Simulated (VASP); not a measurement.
# Bi2Te3 (Tellurobismuthite) (R-3m) in VASP: single point with PBE+D3(BJ)

Aim: the single point of Bi2Te3 (Tellurobismuthite) with PBE+D3(BJ).

All numbers are computed with VASP 6.6.1; they aren't measurements. Logs are shortened: lines on timing, memory, paths and dates and some standing lists are left out, and cuts for length are marked.

### 1 The cell of the first run

It takes space group R-3m (No. 166, trigonal). Conventional cell: a = 4.387 Å, b = 4.387 Å, c = 30.297 Å, α = 90.00°, β = 90.00°, γ = 120.00°. Within 4.0 Å of Bi (site symmetry 3m) lie 6 Te at 3.07 to 3.24 Å. Te (site symmetry -3m) has 6 Bi at 3.24 Å within 4.3 Å. Te (site symmetry 3m) has 3 Bi at 3.07 Å and 3 Te at 3.62 Å within 4.0 Å.

### 2 Single point, PBE+D3(BJ)

INCAR reads:

```
SYSTEM = Bi2Te3
PREC = Accurate ; ENCUT = 520
EDIFF = 1E-6 ; ISMEAR = 0
SIGMA = 0.02 ; LREAL = .FALSE.
LASPH = .TRUE. ; NELM = 100
ALGO = Normal ; ISIF = 2
LWAVE = .FALSE. ; LCHARG = .TRUE.
GGA = PE ; IVDW = 12
LELF = .TRUE. ; LVHAR = .TRUE.
NBANDS = 32
```

KPOINTS reads:

```
regular mesh
0
G
  9 9 9
  0 0 0
```

POSCAR reads:

```
Bi2Te3
1.0
    2.1933559397      1.2663346422     10.0988896743
   -2.1933559397      1.2663346422     10.0988896743
    0.0000000000     -2.5326692845     10.0988896743
Bi Te
2 3
Direct
    0.4001362661      0.4001362661      0.4001362661
    0.5998637339      0.5998637339      0.5998637339
    0.0000000000      0.0000000000      0.0000000000
    0.2093670151      0.2093670151      0.2093670151
    0.7906329849      0.7906329849      0.7906329849
```

Potentials or basis: VASP PAW PBE potentials, release 64 (Bi_d, Te).

Started as:

```
$ cat potpaw_PBE.64/Bi_d/POTCAR potpaw_PBE.64/Te/POTCAR > POTCAR
$ mpirun -np 1 vasp_std > vasp.out
```

OUTCAR:

```text
SYSTEM = Bi2Te3
   PREC = Accurate
   ENCUT = 520
   EDIFF = 1E-6
   ISMEAR = 0
   LREAL = .FALSE.
   LASPH = .TRUE.
   NELM = 100
   ISIF = 2
   GGA = PE
   IVDW = 12
 IVDW          = 12

 ion  position               nearest neighbor table
   1  0.400  0.400  0.400-   5 3.07   5 3.07   5 3.07   3 3.24   3 3.24   3 3.24
   2  0.600  0.600  0.600-   4 3.07   4 3.07   4 3.07   3 3.24   3 3.24   3 3.24
   3  0.000  0.000  0.000-   2 3.24   2 3.24   1 3.24   1 3.24   2 3.24   1 3.24
   4  0.209  0.209  0.209-   2 3.07   2 3.07   2 3.07   5 3.62   5 3.62   5 3.62
   5  0.791  0.791  0.791-   1 3.07   1 3.07   1 3.07   4 3.62   4 3.62   4 3.62

  LATTYP: Found a trigonal (rhomboedric) cell.
 ALAT       =    10.4116274596
 COS(alpha) =     0.9112412892

  Lattice vectors:

 A1 = (   2.1933559397,   1.2663346422,  10.0988896743)
 A2 = (  -2.1933559397,   1.2663346422,  10.0988896743)
 A3 = (   0.0000000000,  -2.5326692845,  10.0988896743)

Analysis of symmetry for initial positions (statically):
=====================================================================
 Subroutine PRICEL returns:
 Original cell was already a primitive cell.

 Routine SETGRP: Setting up the symmetry group for a
 trigonal (rhombohedral) supercell.

 Subroutine GETGRP returns: Found 12 space group operations
 (whereof 12 operations were pure point group operations)
 out of a pool of 12 trial point group operations.

The static configuration has the point symmetry D_3d.

Analysis of symmetry for dynamics (positions and initial velocities):
=====================================================================
 Subroutine PRICEL returns:
 Original cell was already a primitive cell.

 Routine SETGRP: Setting up the symmetry group for a
 trigonal (rhombohedral) supercell.

 Subroutine GETGRP returns: Found 12 space group operations
 (whereof 12 operations were pure point group operations)
 out of a pool of 12 trial point group operations.

The dynamic configuration has the point symmetry D_3d.

 Subroutine INISYM returns: Found 12 space group operations
 (whereof 12 operations are pure point group operations),
 and found     1 'primitive' translations

----------------------------------------------------------------------------------------

                                     Primitive cell

  volume of cell :     168.2994

  direct lattice vectors                    reciprocal lattice vectors
     2.193355940  1.266334642 10.098889674     0.227961176  0.131613446  0.033006929
    -2.193355940  1.266334642 10.098889674    -0.227961176  0.131613446  0.033006929
     0.000000000 -2.532669284 10.098889674     0.000000000 -0.263226893  0.033006929

  length of vectors
    10.411627460 10.411627460 10.411627460     0.265288248  0.265288248  0.265288248

  position of ions in fractional coordinates (direct lattice)
     0.400136266  0.400136266  0.400136266
     0.599863734  0.599863734  0.599863734
     0.000000000  0.000000000  0.000000000
     0.209367015  0.209367015  0.209367015
     0.790632985  0.790632985  0.790632985

  ion indices of the primitive-cell ions
   primitive index   ion index
                 1           1
                 2           2
                 3           3
                 4           4
                 5           5

----------------------------------------------------------------------------------------

 KPOINTS: regular mesh

Automatic generation of k-mesh.
 Grid dimensions read from file:
 generate k-points for:    9    9    9

 Generating k-lattice:

  Cartesian coordinates                     Fractional coordinates (reciprocal lattice)
     0.025329020  0.014623716  0.003667437     0.111111111  0.000000000  0.000000000
    -0.025329020  0.014623716  0.003667437     0.000000000  0.111111111  0.000000000
     0.000000000 -0.029247433  0.003667437     0.000000000  0.000000000  0.111111111

  Length of vectors
     0.029476472  0.029476472  0.029476472

  Shift w.r.t. Gamma in fractional coordinates (k-lattice)
     0.000000000  0.000000000  0.000000000

 Subroutine IBZKPT returns following result:
 ===========================================

 Found     85 irreducible k-points:

 Following reciprocal coordinates:
            Coordinates               Weight
  0.000000  0.000000  0.000000      1.000000
  0.111111  0.000000 -0.000000      6.000000
  0.222222  0.000000 -0.000000      6.000000
  0.333333 -0.000000 -0.000000      6.000000
  0.444444  0.000000 -0.000000      6.000000
  0.111111  0.111111 -0.000000      6.000000
[... 16 lines left out ...]
 -0.333333  0.333333  0.000000      6.000000
  0.444444  0.444444 -0.000000      6.000000
 [... further k-points ...]
   k-points           NKPTS =     85   k-points in BZ     NKDIM =     85   number of bands    NBANDS=     32
   number of dos      NEDOS =    301   number of ions     NIONS =      5
   total plane-waves  NPLWV = 512000
   dimension x,y,z NGX =    80 NGY =   80 NGZ =   80
   dimension x,y,z NGXF=   160 NGYF=  160 NGZF=  160
   ions per type =               2   3
   NGX,Y,Z   is equivalent  to a cutoff of  12.77, 12.77, 12.77 a.u.
   NGXF,Y,Z  is equivalent  to a cutoff of  25.55, 25.55, 25.55 a.u.
 SYSTEM =  Bi2Te3
   PREC   = accura    normal or accurate (medium, high low for compatibility)
   ISTART =      0    job   : 0-new  1-cont  2-samecut
   ICHARG =      2    charge: 1-file 2-atom 10-const
   ISPIN  =      1    spin polarized calculation?
   LNONCOLLINEAR =      F non collinear calculations
   LSORBIT =      F    spin-orbit coupling
   LASPH  =      T    aspherical Exc in radial PAW
   ENCUT  =  520.0 eV  38.22 Ry    6.18 a.u.  19.36 19.36 19.36*2*pi/ulx,y,z
   NELM   =    100;   NELMIN=  2; NELMDL= -5     # of ELM steps
   EDIFF  = 0.1E-05   stopping-criterion for ELM
   LREAL  =      F    real-space projection
[... 7 lines left out ...]
   TEBEG  =    0.0;   TEEND  =   0.0 temperature during run
   PSTRESS=    0.0 pullay stress
   NELECT =      48.0000    total number of electrons
   NUPDOWN=      -1.0000    fix difference up-down
   EMIN   =  10.00;   EMAX   =-10.00  energy-range for DOS
   EFERMI =   0.00;   METHOD = LEGACY
   ISMEAR =     0;   SIGMA  =   0.02  broadening in eV -4-tet -1-fermi 0-gaus
   EFERMI_NEDOS =   21; number of points for ismear=-14 and -15
   IALGO  =     38    algorithm
   IMIX   =      4    mixing-type and parameters
     AMIX     =   0.40;   BMIX     =  1.00
     AMIX_MAG =   1.60;   BMIX_MAG =  1.00
  volume/ion in A,a.u.               =      33.66       227.15
  Fermi-wavevector in a.u.,A,eV,Ry     =   1.077609  2.036385 15.799636  1.161240
  Thomas-Fermi vector in A             =   2.213525
   LORBIT       =      0    0 simple, 1 ext, 2 COOP (PROOUT), +10 PAW based schemes
   GGA     = PE    functional components
   LHFCALC =     F    Hartree Fock is set to
   AEXX    =    0.0000 exact exchange contribution
   IVDW    =    12    specifies the selected vdW correction
   LEPSILON=     F    determine dielectric tensor
   LRPA    =     F    only Hartree local field effects (RPA)
 non-spin polarized calculation
 Gauss-broadening in eV      SIGMA  =   0.02
  energy-cutoff  :      520.00
  volume of cell :      168.30
 maximum number of plane-waves:      4556
 NGX is ok and might be reduce to    80
   NGX = 39   NGY = 39   NGZ = 39

 number of electron      48.0000006 magnetization

 Free energy of the ion-electron system (eV)
  ---------------------------------------------------
  ext. energy  EPLUGINS =         0.00000000
  ---------------------------------------------------
  free energy    TOTEN  =       -18.32294411 eV

  energy without entropy =      -18.32294411  energy(sigma->0) =      -18.32294411

 E-fermi :   6.4344     XC(G=0):  -9.3573

 val. band max:        6.3022662420   @ k =   0.0000   0.0000   0.0000
 cond. band min:       6.5546025195   @ k =   0.0000   0.0000   0.0000
 fundamental gap:      0.2523362774
 Fermi energy:         6.4344131443

 k-point     1 :       0.0000    0.0000    0.0000
  band No.  band energies     occupation
      1     -16.9184      2.00000
      2     -16.9184      2.00000
      3     -16.9169      2.00000
      4     -16.9169      2.00000
      5     -16.9110      2.00000
      6     -16.9097      2.00000
[... 24 lines left out ...]
     31      11.1178      0.00000
     32      11.6157      0.00000

 k-point     2 :       0.1111    0.0000   -0.0000
  band No.  band energies     occupation
      1     -16.9194      2.00000
      2     -16.9178      2.00000
      3     -16.9172      2.00000
      4     -16.9157      2.00000
      5     -16.9102      2.00000
      6     -16.9089      2.00000
[... 24 lines left out ...]
     31      10.8062      0.00000
     32      11.2162      0.00000

 k-point     3 :       0.2222    0.0000   -0.0000
  band No.  band energies     occupation
      1     -16.9225      2.00000
      2     -16.9204      2.00000
      3     -16.9149      2.00000
      4     -16.9133      2.00000
      5     -16.9098      2.00000
      6     -16.9075      2.00000
[... 24 lines left out ...]
     31      10.1101      0.00000
     32      11.5035      0.00000

 k-point     4 :       0.3333   -0.0000   -0.0000
  band No.  band energies     occupation
      1     -16.9263      2.00000
      2     -16.9237      2.00000
      3     -16.9138      2.00000
      4     -16.9116      2.00000
      5     -16.9113      2.00000
      6     -16.9089      2.00000
[... 654 lines left out ...]
     31      10.7985      0.00000
     32      12.2321      0.00000

 k-point    23 :      -0.3333    0.3333    0.0000
  band No.  band energies     occupation
      1     -16.9217      2.00000
      2     -16.9217      2.00000
      3     -16.9204      2.00000
      4     -16.9153      2.00000
      5     -16.9047      2.00000
      6     -16.9047      2.00000
[... 24 lines left out ...]
     31      11.7327      0.00000
     32      12.1854      0.00000

 k-point    24 :       0.4444    0.4444   -0.0000
  band No.  band energies     occupation
      1     -16.9288      2.00000
      2     -16.9260      2.00000
      3     -16.9138      2.00000
      4     -16.9122      2.00000
      5     -16.9109      2.00000
      6     -16.9099      2.00000
[... 24 lines left out ...]
     31      11.1636      0.00000
     32      11.9534      0.00000

 [... further k-points ...]

------------------------ aborting loop because EDIFF is reached ----------------------------------------

 Edisp (eV)   -2.25256

 E8    (eV) :    -1.0693

  FORCE on cell =-STRESS in cart. coord.  units (eV):
  Direction    XX          YY          ZZ          XY          YZ          ZX
  --------------------------------------------------------------------------------------
  -------------------------------------------------------------------------------------
  Total      -0.01683    -0.01683    -0.02459     0.00000     0.00000     0.00000
  in kB      -0.16019    -0.16019    -0.23410     0.00000     0.00000     0.00000
  external pressure =       -0.18 kB  Pullay stress =        0.00 kB

 VOLUME and BASIS-vectors are now :
 -----------------------------------------------------------------------------
  energy-cutoff  :      520.00
  volume of cell :      168.30
      direct lattice vectors                 reciprocal lattice vectors
     2.193355940  1.266334642 10.098889674     0.227961176  0.131613446  0.033006929
    -2.193355940  1.266334642 10.098889674    -0.227961176  0.131613446  0.033006929
     0.000000000 -2.532669284 10.098889674     0.000000000 -0.263226893  0.033006929

 POSITION                                       TOTAL-FORCE (eV/Angst)
 -----------------------------------------------------------------------------------
      0.00000     -0.00000     12.12280         0.000000      0.000000     -0.008791
      0.00000     -0.00000     18.17387         0.000000     -0.000000      0.008791
      0.00000      0.00000      0.00000         0.000000      0.000000      0.000000
      0.00000     -0.00000      6.34312         0.000000      0.000000     -0.012110
      0.00000     -0.00000     23.95355         0.000000     -0.000000      0.012110
 -----------------------------------------------------------------------------------
    total drift:                               -0.000000     -0.000000      0.000000

  FREE ENERGIE OF THE ION-ELECTRON SYSTEM (eV)
  ---------------------------------------------------
  free  energy   TOTEN  =       -20.5755034558 eV

  energy  without entropy=      -20.5755034558  energy(sigma->0) =      -20.57550346
```

Run time: 31 min. Hardware: 1 thread of Intel Xeon 6975P-C (Granite Rapids), shared host; peak memory 1.1 GiB.

Results:

```yaml
Free_energy: -20.5755 eV
Pressure: 0.0 GPa
Largest_force: 0.012 eV/Å
Band_gap_on_the_k_mesh: 0.25 eV, direct
Dispersion_energy_per_atom: -0.451 eV
```

Forces on the atoms (eV/Å):
```
Bi   0.000  0.000 -0.009
Bi   0.000  0.000  0.009
Te   0.000  0.000  0.000
Te   0.000  0.000 -0.012
Te   0.000  0.000  0.012
```

Levels at points of the mesh, in eV from the valence-band top:
| k point | band 20 | band 21 | band 22 | band 23 | band 24 | band 25 | band 26 | band 27 | band 28 | band 29 |
| --- | --- | --- | --- | --- | --- | --- | --- | --- | --- | --- |
| (0.00, 0.00, 0.00) | -1.76 | -1.76 | -0.90 | -0.90 | 0.00 | 0.25 | 0.62 | 0.62 | 1.94 | 2.11 |

Caveat: spin-orbit coupling is left out, which moves the levels of the heavy elements. A k mesh can miss the band edges.
